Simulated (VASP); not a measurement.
# HfN (I4/mmm) in VASP: single point with PBEsol

Aim: the single point of HfN with PBEsol.

Program: VASP 6.6.1. These are calculated values, not measurements. Logs are shortened: lines on timing, memory, paths and dates and some standing lists are left out, and cuts for length are marked.

### Step 1. The cell of the first run

Symmetry: I4/mmm, No. 139, tetragonal system. The conventional cell has a = 3.342 Å, b = 3.342 Å, c = 4.502 Å, α = 90.00°, β = 90.00°, γ = 90.00°. Within 3.0 Å of Hf (site symmetry 4/mmm) lie 6 N at 2.25 to 2.36 Å. N (site symmetry 4/mmm) has 6 Hf at 2.25 to 2.36 Å within 3.0 Å.

### Step 2. Single point, PBEsol (strain +0.050 along x and y, +0.000 along z)

Contents of INCAR:

```
SYSTEM = HfN
PREC = Accurate
ENCUT = 600
EDIFF = 1E-6
ISMEAR = 0
SIGMA = 0.15
LREAL = .False.
LASPH = .True.
NELM = 120
ALGO = Normal
ISIF = 2
LWAVE = .False.
LCHARG = .True.
GGA = PS
LELF = .True.
LVHAR = .True.
NBANDS = 14
GGA_COMPAT = .False.
```

Contents of KPOINTS:

```
regular mesh
0
Gamma
  22 22 22
  0 0 0
```

Contents of POSCAR:

```
HfN
1.0
    0.0000000000      2.3633145458      2.2507757579
    2.3633145458      0.0000000000      2.2507757579
    2.3633145458      2.3633145458      0.0000000000
Hf N
1 1
Direct
    0.0000000000      0.0000000000      0.0000000000
    0.5000000000      0.5000000000      0.5000000000
```

Potentials or basis: VASP PAW PBE potentials, release 64 (Hf_pv, N).

The run is started by

```bash
$ cat potpaw_PBE.64/Hf_pv/POTCAR potpaw_PBE.64/N/POTCAR > POTCAR
$ mpirun -np 1 vasp_std > vasp.out
```

OUTCAR:

```text
SYSTEM = HfN
   PREC = Accurate
   ENCUT = 600
   EDIFF = 1E-6
   ISMEAR = 0
   LREAL = .False.
   LASPH = .True.
   NELM = 120
   ISIF = 2
   GGA = PS

 ion  position               nearest neighbor table
   1  0.000  0.000  0.000-   2 2.25   2 2.25   2 2.36   2 2.36   2 2.36   2 2.36
   2  0.500  0.500  0.500-   1 2.25   1 2.25   1 2.36   1 2.36   1 2.36   1 2.36

  LATTYP: Found a body centered tetragonal cell.
 ALAT       =     3.3422314828
 C/A-ratio  =     1.3468700594

  Lattice vectors:

 A1 = (   0.0000000000,  -2.3633145458,  -2.2507757579)
 A2 = (   0.0000000000,   2.3633145458,  -2.2507757579)
 A3 = (   2.3633145458,   0.0000000000,   2.2507757579)

Analysis of symmetry for initial positions (statically):
=====================================================================
 Subroutine PRICEL returns:
 Original cell was already a primitive cell.

 Routine SETGRP: Setting up the symmetry group for a
 body centered tetragonal supercell.

 Subroutine GETGRP returns: Found 16 space group operations
 (whereof 16 operations were pure point group operations)
 out of a pool of 16 trial point group operations.

The static configuration has the point symmetry D_4h.

Analysis of symmetry for dynamics (positions and initial velocities):
=====================================================================
 Subroutine PRICEL returns:
 Original cell was already a primitive cell.

 Routine SETGRP: Setting up the symmetry group for a
 body centered tetragonal supercell.

 Subroutine GETGRP returns: Found 16 space group operations
 (whereof 16 operations were pure point group operations)
 out of a pool of 16 trial point group operations.

The dynamic configuration has the point symmetry D_4h.

 Subroutine INISYM returns: Found 16 space group operations
 (whereof 16 operations are pure point group operations),
 and found     1 'primitive' translations

----------------------------------------------------------------------------------------

                                     Primitive cell

  volume of cell :      25.1423

  direct lattice vectors                    reciprocal lattice vectors
     0.000000000  2.363314546  2.250775758    -0.211567267  0.211567267  0.222145631
     2.363314546  0.000000000  2.250775758     0.211567267 -0.211567267  0.222145631
     2.363314546  2.363314546  0.000000000     0.211567267  0.211567267 -0.222145631

  length of vectors
     3.263624849  3.263624849  3.342231483     0.372652785  0.372652785  0.372652785

  position of ions in fractional coordinates (direct lattice)
     0.000000000  0.000000000  0.000000000
     0.500000000  0.500000000  0.500000000

  ion indices of the primitive-cell ions
   primitive index   ion index
                 1           1
                 2           2

----------------------------------------------------------------------------------------

 KPOINTS: regular mesh

Automatic generation of k-mesh.
 Grid dimensions read from file:
 generate k-points for:   22   22   22

 Generating k-lattice:

  Cartesian coordinates                     Fractional coordinates (reciprocal lattice)
    -0.009616694  0.009616694  0.010097529     0.045454545  0.000000000  0.000000000
     0.009616694 -0.009616694  0.010097529     0.000000000  0.045454545  0.000000000
     0.009616694  0.009616694 -0.010097529     0.000000000  0.000000000  0.045454545

  Length of vectors
     0.016938763  0.016938763  0.016938763

  Shift w.r.t. Gamma in fractional coordinates (k-lattice)
     0.000000000  0.000000000  0.000000000

 Subroutine IBZKPT returns following result:
 ===========================================

 Found    834 irreducible k-points:

 Following reciprocal coordinates:
            Coordinates               Weight
  0.000000  0.000000  0.000000      1.000000
  0.045455 -0.000000  0.000000      8.000000
  0.090909 -0.000000  0.000000      8.000000
  0.136364  0.000000  0.000000      8.000000
  0.181818 -0.000000  0.000000      8.000000
  0.227273 -0.000000  0.000000      8.000000
[... 16 lines left out ...]
  0.500000  0.045455  0.000000      8.000000
 -0.454545  0.045455  0.000000      8.000000
 [... further k-points ...]
   k-points           NKPTS =    834   k-points in BZ     NKDIM =    834   number of bands    NBANDS=     14
   number of dos      NEDOS =    301   number of ions     NIONS =      2
   total plane-waves  NPLWV =  21952
   dimension x,y,z NGX =    28 NGY =   28 NGZ =   28
   dimension x,y,z NGXF=    56 NGYF=   56 NGZF=   56
   ions per type =               1   1
   NGX,Y,Z   is equivalent  to a cutoff of  14.26, 14.26, 13.93 a.u.
   NGXF,Y,Z  is equivalent  to a cutoff of  28.53, 28.53, 27.85 a.u.
 SYSTEM =  HfN
   PREC   = accura    normal or accurate (medium, high low for compatibility)
   ISTART =      0    job   : 0-new  1-cont  2-samecut
   ICHARG =      2    charge: 1-file 2-atom 10-const
   ISPIN  =      1    spin polarized calculation?
   LNONCOLLINEAR =      F non collinear calculations
   LSORBIT =      F    spin-orbit coupling
   LASPH  =      T    aspherical Exc in radial PAW
   ENCUT  =  600.0 eV  44.10 Ry    6.64 a.u.   6.52  6.52  6.68*2*pi/ulx,y,z
   NELM   =    120;   NELMIN=  2; NELMDL= -5     # of ELM steps
   EDIFF  = 0.1E-05   stopping-criterion for ELM
   LREAL  =      F    real-space projection
   EDIFFG = 0.1E-04   stopping-criterion for IOM
   NSW    =      0    number of steps for IOM
   IBRION =     -1    ionic relax: 0-MD 1-quasi-New 2-CG
   NFREE  =      0    steps in history (QN), initial steepest desc. (CG)
   ISIF   =      2    stress and relaxation
   ISYM   =      2    0-nonsym 1-usesym 2-fastsym
   POTIM  = 0.5000    time-step for ionic-motion
   TEBEG  =    0.0;   TEEND  =   0.0 temperature during run
   PSTRESS=    0.0 pullay stress
   NELECT =      15.0000    total number of electrons
   NUPDOWN=      -1.0000    fix difference up-down
   EMIN   =  10.00;   EMAX   =-10.00  energy-range for DOS
   EFERMI =   0.00;   METHOD = LEGACY
   ISMEAR =     0;   SIGMA  =   0.15  broadening in eV -4-tet -1-fermi 0-gaus
   EFERMI_NEDOS =   21; number of points for ismear=-14 and -15
   IALGO  =     38    algorithm
   IMIX   =      4    mixing-type and parameters
     AMIX     =   0.40;   BMIX     =  1.00
     AMIX_MAG =   1.60;   BMIX_MAG =  1.00
  volume/ion in A,a.u.               =      12.57        84.83
  Fermi-wavevector in a.u.,A,eV,Ry     =   1.378172  2.604368 25.842343  1.899359
  Thomas-Fermi vector in A             =   2.503258
   LORBIT       =      0    0 simple, 1 ext, 2 COOP (PROOUT), +10 PAW based schemes
   GGA     = PS    functional components
   LHFCALC =     F    Hartree Fock is set to
   AEXX    =    0.0000 exact exchange contribution
   IVDW    =     0    specifies the selected vdW correction
   LEPSILON=     F    determine dielectric tensor
   LRPA    =     F    only Hartree local field effects (RPA)
 non-spin polarized calculation
 Gauss-broadening in eV      SIGMA  =   0.15
  energy-cutoff  :      600.00
  volume of cell :       25.14
 maximum number of plane-waves:       859
 NGX is ok and might be reduce to    28
   NGX = 13   NGY = 13   NGZ = 13

 number of electron      14.9999999 magnetization

 Free energy of the ion-electron system (eV)
  ---------------------------------------------------
  ext. energy  EPLUGINS =         0.00000000
  ---------------------------------------------------
  free energy    TOTEN  =       -22.74987424 eV

  energy without entropy =      -22.74219394  energy(sigma->0) =      -22.74603409

 E-fermi :   7.4430     XC(G=0): -12.4422

 val. band max:        7.4375226428   @ k =  -0.1364  -0.0000   0.0455
 cond. band min:       7.4434858840   @ k =   0.0909   0.0455   0.0000
 fundamental gap:      0.0059632412
 Fermi energy:         7.4429740322

 k-point     1 :       0.0000    0.0000    0.0000
  band No.  band energies     occupation
      1     -23.9610      2.00000
      2     -23.9610      2.00000
      3     -23.9042      2.00000
      4      -9.4879      2.00000
      5       4.5075      2.00000
      6       4.5075      2.00000
      7       4.6964      2.00000
      8       6.9706      1.99999
      9       6.9706      1.99999
     10       7.4573      0.89231
     11       8.0236      0.00000
     12       8.8539      0.00000
     13      10.0122      0.00000
     14      16.8033      0.00000

 k-point     2 :       0.0455   -0.0000    0.0000
  band No.  band energies     occupation
      1     -23.9716      2.00000
      2     -23.9629      2.00000
      3     -23.9099      2.00000
      4      -9.4472      2.00000
      5       4.3033      2.00000
      6       4.3885      2.00000
      7       4.5580      2.00000
      8       7.0415      1.99985
      9       7.0464      1.99982
     10       7.5006      0.58667
     11       8.1984      0.00000
     12       8.9961      0.00000
     13      10.1617      0.00000
     14      16.9510      0.00000

 k-point     3 :       0.0909   -0.0000    0.0000
  band No.  band energies     occupation
      1     -24.0085      2.00000
      2     -23.9684      2.00000
      3     -23.9200      2.00000
      4      -9.3277      2.00000
      5       3.7720      2.00000
      6       4.0852      2.00000
      7       4.2375      2.00000
      8       7.1913      1.98233
      9       7.2497      1.93164
     10       7.6103      0.11471
     11       8.6707      0.00000
     12       9.3904      0.00000
     13      10.5750      0.00000
     14      17.3755      0.00000

 k-point     4 :       0.1364    0.0000    0.0000
  band No.  band energies     occupation
      1     -24.0734      2.00000
      2     -23.9771      2.00000
      3     -23.9281      2.00000
      4      -9.1367      2.00000
      5       3.0882      2.00000
      6       3.6924      2.00000
      7       3.8296      2.00000
      8       7.3557      1.58965
      9       7.5481      0.32141
     10       7.8034      0.00068
     11       9.3073      0.00000
     12       9.9655      0.00000
     13      11.1742      0.00000
     14      18.0205      0.00000

 k-point     5 :       0.1818   -0.0000    0.0000
  band No.  band energies     occupation
      1     -24.1588      2.00000
      2     -23.9882      2.00000
      3     -23.9351      2.00000
      4      -8.8856      2.00000
      5       2.3581      2.00000
      6       3.2786      2.00000
      7       3.3969      2.00000
      8       7.5348      0.38685
      9       7.9283      0.00000
     10       8.0966      0.00000
     11      10.0050      0.00000
[... 276 lines left out ...]
 k-point    22 :       0.4545    0.0455    0.0000
  band No.  band energies     occupation
      1     -24.6151      2.00000
      2     -24.0563      2.00000
      3     -23.9722      2.00000
      4      -7.2595      2.00000
      5      -0.7685      2.00000
      6       1.7216      2.00000
      7       1.7766      2.00000
      8       9.4814      0.00000
      9      10.6237      0.00000
     10      10.8799      0.00000
     11      11.8323      0.00000
     12      14.3014      0.00000
     13      15.5486      0.00000
     14      18.4429      0.00000

 k-point    23 :       0.5000    0.0455    0.0000
  band No.  band energies     occupation
      1     -24.6349      2.00000
      2     -24.0566      2.00000
      3     -23.9760      2.00000
      4      -7.1801      2.00000
      5      -0.8989      2.00000
      6       1.6984      2.00000
      7       1.6993      2.00000
      8       9.9772      0.00000
      9      10.5848      0.00000
     10      10.9478      0.00000
     11      11.7616      0.00000
     12      14.7011      0.00000
     13      15.6245      0.00000
     14      18.2857      0.00000

 k-point    24 :      -0.4545    0.0455    0.0000
  band No.  band energies     occupation
      1     -24.6288      2.00000
      2     -24.0532      2.00000
      3     -23.9782      2.00000
      4      -7.2159      2.00000
      5      -0.8558      2.00000
      6       1.6921      2.00000
      7       1.7522      2.00000
      8      10.1369      0.00000
      9      10.3263      0.00000
     10      10.7712      0.00000
     11      11.9164      0.00000
     12      14.7889      0.00000
     13      15.4601      0.00000
     14      18.1023      0.00000

 [... further k-points ...]

------------------------ aborting loop because EDIFF is reached ----------------------------------------

  FORCE on cell =-STRESS in cart. coord.  units (eV):
  Direction    XX          YY          ZZ          XY          YZ          ZX
  --------------------------------------------------------------------------------------
  -------------------------------------------------------------------------------------
  Total       -4.5155987     -4.5155987     -1.9309272      0.0000000      0.0000000      0.0000000
  in kB     -287.7535173   -287.7535173   -123.0470476      0.0000000      0.0000000      0.0000000
  external PRESSURE =    -232.8513607 kB  Pullay stress =       0.0000000 kB

 VOLUME and BASIS-vectors are now :
 -----------------------------------------------------------------------------
  energy-cutoff  :      600.00
  volume of cell :       25.14
      direct lattice vectors                 reciprocal lattice vectors
     0.000000000  2.363314546  2.250775758    -0.211567267  0.211567267  0.222145631
     2.363314546  0.000000000  2.250775758     0.211567267 -0.211567267  0.222145631
     2.363314546  2.363314546  0.000000000     0.211567267  0.211567267 -0.222145631

 POSITION                                       TOTAL-FORCE (eV/Angst)
 -----------------------------------------------------------------------------------
      0.00000      0.00000      0.00000        -0.000000      0.000000      0.000000
      2.36331      2.36331      2.25078         0.000000     -0.000000      0.000000
 -----------------------------------------------------------------------------------
    total drift:                                0.000000      0.000000      0.000000

  FREE ENERGIE OF THE ION-ELECTRON SYSTEM (eV)
  ---------------------------------------------------
  free  energy   TOTEN  =       -22.7498742438 eV

  energy  without entropy=      -22.7421939423  energy(sigma->0) =      -22.74603409
```

It took 3.8 min on 1 thread of Intel Xeon Platinum 8488C (Sapphire Rapids), shared host; peak memory 0.47 GiB.

Results:

| Item | Value |
| --- | --- |
| Free energy | -22.7499 eV |
| Pressure | -23.3 GPa |
| Band gap on the k mesh | zero (an odd number of electrons rules out a gap without spin polarisation) |

Caveat: the cell differs from its parent crystal (strain +0.050 along x and y, +0.000 along z); the cell stands under tension; the PAW data sets were made with another functional, which shifts forces and pressure a little; spin-orbit coupling is left out, which moves the levels of the heavy elements.
